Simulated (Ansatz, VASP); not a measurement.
## Two plane-wave programs on Ru

```
CELL_PARAMETERS angstrom
2.67753 0.00000 0.00000
-1.33877 2.31881 0.00000
0.00000 0.00000 4.21813
ATOMIC_POSITIONS crystal
Ru 0.33333 0.66667 0.25000
Ru 0.66667 0.33333 0.75000
```

Alike in both runs: task single point; functional LDA; k mesh 13 × 13 × 8; occupations methfessel-paxton of order 1, width 0.6 eV; no spin polarisation.

|  | VASP | Ansatz |
| --- | --- | --- |
| version | VASP 6.6.1 | Ansatz 0.2.0 |
| potentials or method | VASP PAW LDA potentials, release 64 (Ru_pv), cutoff 520 eV | plane waves (420 eV) with PAW, scalar-relativistic |
| valence electrons in the cell | 28 | 32 |

VASP gave:

| Quantity | Value |
| --- | --- |
| pressure (GPa) | 0.6 |
| traceless stress, the component that is largest in VASP (GPa) | 0.31 |

What did Ansatz give for the same quantities?

Pressure (GPa): -0.4; traceless stress, the component that is largest in VASP (GPa): 0.25.

Ansatz warns that its potentials were made for another functional, while VASP's fit it. LDA's correlation is that of Perdew and Zunger in VASP and of Perdew and Wang (1992) in Ansatz. VASP's potentials hold 28 valence electrons a cell and Ansatz's 32, so a difference there can come from the potentials and not from the codes.
